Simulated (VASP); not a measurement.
Runs of VASP 6.6.1 on Al. Symmetry: Fm-3m, No. 225, cubic system. The conventional cell has a = 4.050 Å, b = 4.050 Å, c = 4.050 Å, α = 90.00°, β = 90.00°, γ = 90.00°. Within 3.8 Å of Al (site symmetry m-3m) lie 12 Al at 2.86 Å. 

| k mesh | gap on the mesh (eV) | pressure (GPa) |
| --- | --- | --- |
| 7 × 7 × 7 | none | -1.0 |
| 4 × 4 × 4 | none | 0.3 |
| 6 × 6 × 6 | none | -0.1 |
| 5 × 5 × 5 | none | (a) |

Alike in all rows: task single point; level PBE; potentials or basis VASP PAW PBE potentials, release 64 (Al); no spin polarisation; cell as given; cutoff (eV) 500; smearing fermi-dirac 0.05 eV.

Task: Fill in the values left out.

Result: (a) 1.3.

Caveats: all runs use coarse meshes.

A gap of «none» marks levels without a gap at the run's occupations.
